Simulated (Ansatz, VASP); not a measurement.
# One calculation of SiC, two programs

```
C Si
1.0
     0.00000    2.01604    2.01604
     2.01604    0.00000    2.01604
     2.01604    2.01604    0.00000
C Si
1 1
Direct
  0.00000 0.00000 0.00000
  0.50000 0.50000 0.50000
```

Alike in both runs: task single point; functional PBE; k mesh 8 × 8 × 8; occupations gaussian, width 0.05 eV; no spin polarisation.

|  | VASP | Ansatz |
| --- | --- | --- |
| version | VASP 6.6.1 | Ansatz 0.2.0 |
| potentials or method | VASP PAW PBE potentials, release 64 (C, Si), cutoff 520 eV | scalar-relativistic, plane waves, PAW |
| valence electrons in the cell | 8 | 8 |

|  | VASP | Ansatz | Ansatz less VASP |
| --- | --- | --- | --- |
| gap on the k mesh at the Fermi level (eV) | none | none | - |
| pressure (GPa) | 5.4 | 5.2 | -0.14 |

A gap of «none» marks a metal or a gap that the smearing closes. The functional is the same, so the differences come from potentials, cutoffs and numerics.
